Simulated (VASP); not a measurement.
**HfBeP2: single point with PBE**

HfBeP2:

```
Hf Be P
1.0
     4.02898    0.00000    0.00000
    -2.01449    3.48920    0.00000
     0.00000    0.00000    4.69591
Hf Be P
1 1 2
Direct
  0.00000 0.00000 0.50000
  0.00000 0.00000 0.00000
  0.33333 0.66667 0.00000
  0.66667 0.33333 0.00000
```

The cell was built from a structure type or drawn by symmetry, and may not be a known phase.

- Program: VASP 6.6.1
- Task: single point
- Functional: PBE
- Potentials or basis: VASP PAW PBE potentials, release 64 (Hf_pv, Be, P)
- Cutoff: 520 eV
- k mesh: 12 × 12 × 10
- Occupations: gaussian, width 0.1 eV
- Spin: no spin polarisation
- Dipole correction: no
- Further INCAR settings: ALGO = Normal; EDIFF = 1e-07; NBANDS = 19

```yaml
Pressure: -0.3 GPa
Band_gap_on_the_k_mesh: zero (bands 11 and 12 overlap by 2.37 eV)
```

Levels at points of the mesh, in eV from the Fermi level:
```
           k point  band 8  band 9  band 10  band 11  band 12  band 13  band 14  band 15
(0.00, 0.00, 0.00)   -5.27   -3.17    -3.17    -3.11    -1.11     0.85     0.85     0.99
(0.50, 0.00, 0.00)   -4.50   -2.29    -0.89     0.06     0.92     1.57     1.80     2.40
(0.00, 0.00, 0.50)   -5.16   -3.80    -3.80    -1.59     0.05     0.05     1.28     2.52
(0.50, 0.00, 0.50)   -4.65   -4.33    -1.81     1.09     1.60     2.18     2.29     2.98
```

Wall time 61 s on 1 thread of Intel(R) Xeon(R) 6975P-C (Granite Rapids), on a shared host, peak memory 0.28 GiB.

Caveat: spin-orbit coupling is left out, which moves the levels of the heavy elements.
